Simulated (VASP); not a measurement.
# Al (Fm-3m) in VASP: single point with r2SCAN

Aim: the single point of Al with r2SCAN.

All numbers are computed with VASP 6.6.1; they aren't measurements. Logs are shortened: lines on timing, memory, paths and dates and some standing lists are left out, and cuts for length are marked.

**1. The cell of the first run**

It takes space group Fm-3m (No. 225, cubic). Conventional cell: a = 3.807 Å, b = 3.807 Å, c = 3.807 Å, α = 90.00°, β = 90.00°, γ = 90.00°. Within 3.5 Å of Al (site symmetry m-3m) lie 12 Al at 2.69 Å.

**2. Single point, r2SCAN**

POSCAR reads:

```
Al
1.0
    0.0000000000      1.9034910000      1.9034910000
    1.9034910000      0.0000000000      1.9034910000
    1.9034910000      1.9034910000      0.0000000000
Al
1
Direct
    0.0000000000      0.0000000000      0.0000000000
```

INCAR.step1 reads:

```
SYSTEM = Al
ALGO = Normal ; EDIFF = 1E-5
ENCUT = 550 ; GGA = PE
GGA_COMPAT = .False. ; ISMEAR = -1
LASPH = .True. ; LCHARG = .False.
LREAL = .False. ; LWAVE = .True.
NBANDS = 8 ; NELM = 120
PREC = Accurate ; SIGMA = 0.0329
```

INCAR.step2 reads:

```
SYSTEM = Al
ALGO = Normal ; EDIFF = 1E-6
ENCUT = 550 ; GGA_COMPAT = .False.
ISIF = 2 ; ISMEAR = -1
ISTART = 1 ; LASPH = .True.
LCHARG = .False. ; LMIXTAU = .True.
LREAL = .False. ; LWAVE = .False.
METAGGA = R2SCAN ; NBANDS = 8
NELM = 120 ; PREC = Accurate
SIGMA = 0.0329
```

KPOINTS reads:

```
k-points
0
Gamma
  15 15 15
  0 0 0
```

Potentials or basis: VASP PAW PBE potentials, release 64 (Al).

Launch:

```console
> cat potpaw_PBE.64/Al/POTCAR > POTCAR
> cp INCAR.step1 INCAR
> mpirun -np 1 vasp_std > vasp.out
> cp INCAR.step2 INCAR
> mpirun -np 1 vasp_std > vasp.out
```

OUTCAR:

```text
SYSTEM = Al
   EDIFF = 1E-6
   ENCUT = 550
   ISIF = 2
   ISMEAR = -1
   ISTART = 1
   LASPH = .True.
   LREAL = .False.
   METAGGA = R2SCAN
   NELM = 120
   PREC = Accurate

 ion  position               nearest neighbor table
   1  0.000  0.000  0.000-

  LATTYP: Found a face centered cubic cell.
 ALAT       =     3.8069820000

  Lattice vectors:

 A1 = (   0.0000000000,   1.9034910000,   1.9034910000)
 A2 = (   1.9034910000,   0.0000000000,   1.9034910000)
 A3 = (   1.9034910000,   1.9034910000,   0.0000000000)

Analysis of symmetry for initial positions (statically):
=====================================================================
 Subroutine PRICEL returns:
 Original cell was already a primitive cell.

 Routine SETGRP: Setting up the symmetry group for a
 face centered cubic supercell.

 Subroutine GETGRP returns: Found 48 space group operations
 (whereof 48 operations were pure point group operations)
 out of a pool of 48 trial point group operations.

The static configuration has the point symmetry O_h .

Analysis of symmetry for dynamics (positions and initial velocities):
=====================================================================
 Subroutine PRICEL returns:
 Original cell was already a primitive cell.

 Routine SETGRP: Setting up the symmetry group for a
 face centered cubic supercell.

 Subroutine GETGRP returns: Found 48 space group operations
 (whereof 48 operations were pure point group operations)
 out of a pool of 48 trial point group operations.

The dynamic configuration has the point symmetry O_h .

 Subroutine INISYM returns: Found 48 space group operations
 (whereof 48 operations are pure point group operations),
 and found     1 'primitive' translations

----------------------------------------------------------------------------------------

                                     Primitive cell

  volume of cell :      13.7938

  direct lattice vectors                    reciprocal lattice vectors
     0.000000000  1.903491000  1.903491000    -0.262675264  0.262675264  0.262675264
     1.903491000  0.000000000  1.903491000     0.262675264 -0.262675264  0.262675264
     1.903491000  1.903491000  0.000000000     0.262675264  0.262675264 -0.262675264

  length of vectors
     2.691942788  2.691942788  2.691942788     0.454966902  0.454966902  0.454966902

  position of ions in fractional coordinates (direct lattice)
     0.000000000  0.000000000  0.000000000

  ion indices of the primitive-cell ions
   primitive index   ion index
                 1           1

----------------------------------------------------------------------------------------

 KPOINTS: k-points

Automatic generation of k-mesh.
 Grid dimensions read from file:
 generate k-points for:   15   15   15

 Generating k-lattice:

  Cartesian coordinates                     Fractional coordinates (reciprocal lattice)
    -0.017511684  0.017511684  0.017511684     0.066666667  0.000000000  0.000000000
     0.017511684 -0.017511684  0.017511684     0.000000000  0.066666667  0.000000000
     0.017511684  0.017511684 -0.017511684     0.000000000  0.000000000  0.066666667

  Length of vectors
     0.030331127  0.030331127  0.030331127

  Shift w.r.t. Gamma in fractional coordinates (k-lattice)
     0.000000000  0.000000000  0.000000000

 Subroutine IBZKPT returns following result:
 ===========================================

 Found    120 irreducible k-points:

 Following reciprocal coordinates:
            Coordinates               Weight
  0.000000  0.000000  0.000000      1.000000
  0.066667  0.000000  0.000000      8.000000
  0.133333  0.000000  0.000000      8.000000
  0.200000  0.000000  0.000000      8.000000
  0.266667  0.000000  0.000000      8.000000
  0.333333  0.000000  0.000000      8.000000
[... 16 lines left out ...]
  0.133333  0.133333  0.000000      6.000000
  0.200000  0.133333  0.000000     24.000000
 [... further k-points ...]
   k-points           NKPTS =    120   k-points in BZ     NKDIM =    120   number of bands    NBANDS=      8
   number of dos      NEDOS =    301   number of ions     NIONS =      1
   total plane-waves  NPLWV =  13824
   dimension x,y,z NGX =    24 NGY =   24 NGZ =   24
   dimension x,y,z NGXF=    48 NGYF=   48 NGZF=   48
   ions per type =               1
   NGX,Y,Z   is equivalent  to a cutoff of  14.82, 14.82, 14.82 a.u.
   NGXF,Y,Z  is equivalent  to a cutoff of  29.64, 29.64, 29.64 a.u.
 SYSTEM =  Al
   PREC   = accura    normal or accurate (medium, high low for compatibility)
   ISTART =      1    job   : 0-new  1-cont  2-samecut
   ICHARG =      0    charge: 1-file 2-atom 10-const
   ISPIN  =      1    spin polarized calculation?
   LNONCOLLINEAR =      F non collinear calculations
   LSORBIT =      F    spin-orbit coupling
   LASPH  =      T    aspherical Exc in radial PAW
   ENCUT  =  550.0 eV  40.42 Ry    6.36 a.u.   5.15  5.15  5.15*2*pi/ulx,y,z
   NELM   =    120;   NELMIN=  2; NELMDL=  0     # of ELM steps
   EDIFF  = 0.1E-05   stopping-criterion for ELM
   LREAL  =      F    real-space projection
   EDIFFG = 0.1E-04   stopping-criterion for IOM
   NSW    =      0    number of steps for IOM
   IBRION =     -1    ionic relax: 0-MD 1-quasi-New 2-CG
   NFREE  =      0    steps in history (QN), initial steepest desc. (CG)
   ISIF   =      2    stress and relaxation
   ISYM   =      2    0-nonsym 1-usesym 2-fastsym
   POTIM  = 0.5000    time-step for ionic-motion
   TEBEG  =    0.0;   TEEND  =   0.0 temperature during run
   PSTRESS=    0.0 pullay stress
   NELECT =       3.0000    total number of electrons
   NUPDOWN=      -1.0000    fix difference up-down
   EMIN   =  10.00;   EMAX   =-10.00  energy-range for DOS
   EFERMI =   0.00;   METHOD = LEGACY
   ISMEAR =    -1;   SIGMA  =   0.03  broadening in eV -4-tet -1-fermi 0-gaus
   EFERMI_NEDOS =   21; number of points for ismear=-14 and -15
   IALGO  =     38    algorithm
   IMIX   =      4    mixing-type and parameters
     AMIX     =   0.40;   BMIX     =  1.00
     AMIX_MAG =   1.60;   BMIX_MAG =  1.00
  volume/ion in A,a.u.               =      13.79        93.08
  Fermi-wavevector in a.u.,A,eV,Ry     =   0.984512  1.860458 13.187640  0.969264
  Thomas-Fermi vector in A             =   2.115750
   LORBIT       =      0    0 simple, 1 ext, 2 COOP (PROOUT), +10 PAW based schemes
   METAGGA = R2SCAN    functional components
   LHFCALC =     F    Hartree Fock is set to
   AEXX    =    0.0000 exact exchange contribution
   IVDW    =     0    specifies the selected vdW correction
   LEPSILON=     F    determine dielectric tensor
   LRPA    =     F    only Hartree local field effects (RPA)
 non-spin polarized calculation
  energy-cutoff  :      550.00
  volume of cell :       13.79
 maximum number of plane-waves:       419
 NGX is ok and might be reduce to    24
   NGX = 11   NGY = 11   NGZ = 11

 number of electron       3.0000000 magnetization

 Free energy of the ion-electron system (eV)
  ---------------------------------------------------
  ext. energy  EPLUGINS =         0.00000000
  ---------------------------------------------------
  free energy    TOTEN  =        -6.63751815 eV

  energy without entropy =       -6.63559513  energy(sigma->0) =       -6.63655664

 E-fermi :  10.1357     XC(G=0): -11.5885

 val. band max:       10.1261014740   @ k =  -0.3333   0.4667   0.2000
 cond. band min:      10.1713129465   @ k =  -0.2667   0.2667   0.0667
 fundamental gap:      0.0452114725
 Fermi energy:        10.1357172768

 k-point     1 :       0.0000    0.0000    0.0000
  band No.  band energies     occupation
      1      -3.1556      2.00000
      2      24.4019      0.00000
      3      24.4019      0.00000
      4      24.4019      0.00000
      5      27.8610      0.00000
      6      27.8610      0.00000
      7      27.8610      0.00000
      8      28.7373      0.00000

 k-point     2 :       0.0667    0.0000    0.0000
  band No.  band energies     occupation
      1      -3.0117      2.00000
      2      22.4127      0.00000
      3      24.1500      0.00000
      4      24.1500      0.00000
      5      28.0112      0.00000
      6      28.3459      0.00000
      7      28.3459      0.00000
      8      30.4523      0.00000

 k-point     3 :       0.1333    0.0000    0.0000
  band No.  band energies     occupation
      1      -2.5809      2.00000
      2      19.3331      0.00000
      3      23.6576      0.00000
      4      23.6576      0.00000
      5      27.6868      0.00000
      6      29.5302      0.00000
      7      29.5302      0.00000
      8      30.4079      0.00000

 k-point     4 :       0.2000    0.0000    0.0000
  band No.  band energies     occupation
      1      -1.8665      2.00000
      2      16.2595      0.00000
      3      23.2104      0.00000
      4      23.2104      0.00000
      5      27.3015      0.00000
      6      28.7975      0.00000
      7      28.7975      0.00000
      8      31.1395      0.00000

 k-point     5 :       0.2667    0.0000    0.0000
  band No.  band energies     occupation
      1      -0.8736      2.00000
      2      13.3368      0.00000
      3      22.9120      0.00000
      4      22.9120      0.00000
      5      27.0192      0.00000
      6      27.3464      0.00000
      7      27.3464      0.00000
      8      32.1184      0.00000

 k-point     6 :       0.3333    0.0000    0.0000
  band No.  band energies     occupation
      1       0.3901      2.00000
      2      10.6117      0.00000
      3      22.7903      0.00000
      4      22.7903      0.00000
      5      26.1177      0.00000
      6      26.1177      0.00000
      7      26.9131      0.00000
      8      30.8802      0.00000

 k-point     7 :       0.4000    0.0000    0.0000
  band No.  band energies     occupation
      1       1.9117      2.00000
      2       8.1114      2.00000
      3      22.8335      0.00000
      4      22.8335      0.00000
      5      25.1623      0.00000
      6      25.1623      0.00000
      7      26.9883      0.00000
      8      29.8540      0.00000

 k-point     8 :       0.4667    0.0000    0.0000
  band No.  band energies     occupation
      1       3.6367      2.00000
      2       5.8962      2.00000
      3      22.9577      0.00000
      4      22.9577      0.00000
      5      24.5793      0.00000
      6      24.5793      0.00000
      7      27.1461      0.00000
      8      29.2055      0.00000

 k-point     9 :       0.0667    0.0667    0.0000
  band No.  band energies     occupation
      1      -2.9638      2.00000
      2      23.1345      0.00000
      3      23.3133      0.00000
      4      23.3133      0.00000
      5      27.3441      0.00000
      6      29.2485      0.00000
      7      29.2485      0.00000
      8      30.3889      0.00000

 k-point    10 :       0.1333    0.0667    0.0000
  band No.  band energies     occupation
      1      -2.6287      2.00000
      2      20.3881      0.00000
      3      22.5487      0.00000
      4      23.5326      0.00000
      5      27.4143      0.00000
      6      28.9045      0.00000
      7      29.3432      0.00000
      8      30.5286      0.00000
[... 78 lines left out ...]
 k-point    18 :      -0.3333    0.0667    0.0000
  band No.  band energies     occupation
      1       0.9931      2.00000
      2       9.8607      1.99953
      3      20.3921      0.00000
      4      23.6953      0.00000
      5      25.0499      0.00000
      6      26.0402      0.00000
      7      28.1188      0.00000
      8      31.7460      0.00000

 k-point    19 :      -0.2667    0.0667    0.0000
  band No.  band energies     occupation
      1      -0.3569      2.00000
      2      12.5026      0.00000
      3      20.4524      0.00000
      4      24.3368      0.00000
      5      25.5899      0.00000
      6      27.1782      0.00000
      7      28.1656      0.00000
      8      32.2942      0.00000

 k-point    20 :      -0.2000    0.0667    0.0000
  band No.  band energies     occupation
      1      -1.4399      2.00000
      2      15.3385      0.00000
      3      20.7472      0.00000
      4      24.6522      0.00000
      5      26.8418      0.00000
      6      28.0676      0.00000
      7      28.8304      0.00000
      8      30.3873      0.00000

 k-point    21 :      -0.1333    0.0667    0.0000
  band No.  band energies     occupation
      1      -2.2470      2.00000
      2      18.2974      0.00000
      3      21.2960      0.00000
      4      24.8690      0.00000
      5      28.4167      0.00000
      6      28.4346      0.00000
      7      28.9110      0.00000
      8      30.1986      0.00000

 k-point    22 :      -0.0667    0.0667    0.0000
  band No.  band energies     occupation
      1      -2.7722      2.00000
      2      21.0172      0.00000
      3      22.3179      0.00000
      4      24.7764      0.00000
      5      28.1145      0.00000
      6      28.5033      0.00000
      7      29.2803      0.00000
      8      30.2249      0.00000

 k-point    23 :       0.1333    0.1333    0.0000
  band No.  band energies     occupation
      1      -2.3900      2.00000
      2      21.1317      0.00000
      3      21.6264      0.00000
      4      21.6264      0.00000
      5      25.7236      0.00000
      6      27.3089      0.00000
      7      31.7941      0.00000
      8      31.7941      0.00000

 k-point    24 :       0.2000    0.1333    0.0000
  band No.  band energies     occupation
      1      -1.8665      2.00000
      2      18.5294      0.00000
      3      20.9168      0.00000
      4      21.9095      0.00000
      5      24.5578      0.00000
      6      26.6529      0.00000
      7      32.1209      0.00000
      8      32.7836      0.00000

 [... further k-points ...]
[... 5 lines left out ...]
  --------------------------------------------------------------------------------------
  -------------------------------------------------------------------------------------
  Total        1.5146452      1.5146452      1.5146452     -0.0000000     -0.0000000      0.0000000
  in kB      175.9296359    175.9296359    175.9296359     -0.0000000     -0.0000000      0.0000000
  external PRESSURE =     175.9296359 kB  Pullay stress =       0.0000000 kB

 VOLUME and BASIS-vectors are now :
 -----------------------------------------------------------------------------
  energy-cutoff  :      550.00
  volume of cell :       13.79
      direct lattice vectors                 reciprocal lattice vectors
     0.000000000  1.903491000  1.903491000    -0.262675264  0.262675264  0.262675264
     1.903491000  0.000000000  1.903491000     0.262675264 -0.262675264  0.262675264
     1.903491000  1.903491000  0.000000000     0.262675264  0.262675264 -0.262675264

 POSITION                                       TOTAL-FORCE (eV/Angst)
 -----------------------------------------------------------------------------------
      0.00000      0.00000      0.00000         0.000000     -0.000000      0.000000
 -----------------------------------------------------------------------------------
    total drift:                                0.000000     -0.000000     -0.000000

  FREE ENERGIE OF THE ION-ELECTRON SYSTEM (eV)
  ---------------------------------------------------
  free  energy   TOTEN  =        -6.6375181522 eV

  energy  without entropy=       -6.6355951334  energy(sigma->0) =       -6.63655664
```

Run time: 16 s. Hardware: 1 thread of Intel Xeon 6975P-C (Granite Rapids), shared host; peak memory 0.14 GiB.

Results:

```
Free energy : -6.6375 eV
Pressure    : 17.6 GPa
```

Caveat: the PAW data sets were made with another functional, which shifts forces and pressure a little.
